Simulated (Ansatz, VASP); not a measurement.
# Re in VASP and in Ansatz

```
CELL_PARAMETERS angstrom
2.76080 0.00000 0.00000
-1.38040 2.39092 0.00000
0.00000 0.00000 4.45820
ATOMIC_POSITIONS crystal
Re 0.66667 0.33333 0.75000
Re 0.33333 0.66667 0.25000
```

Alike in both runs: task single point; functional PBE; k mesh 6 × 6 × 3; occupations fermi-dirac, width 0.04 eV; no spin polarisation.

|  | VASP | Ansatz |
| --- | --- | --- |
| version | VASP 6.6.1 | Ansatz 0.2.0 |
| potentials or method | VASP PAW PBE potentials, release 64 (Re), cutoff 600 eV | all-electron LAPW, scalar-relativistic |

VASP gave:

```
gap on the k mesh at the Fermi level (eV)                     : none
pressure (GPa)                                                : 5.8
traceless stress, the component that is largest in VASP (GPa) : -4.05
```

Estimate Ansatz's values.

gap on the k mesh at the Fermi level (eV): none; pressure (GPa): 6.2; traceless stress, the component that is largest in VASP (GPa): -3.97.

A gap of «none» marks a metal or a gap that the smearing closes. Ansatz ran all-electron here, and VASP with PAW potentials.

The k mesh is coarse, so the values compare programs but aren't converged. Spin-orbit coupling is off throughout. Noted on Ansatz's run: the k mesh is thin for a metal, which can move the energy by tens of meV per atom.
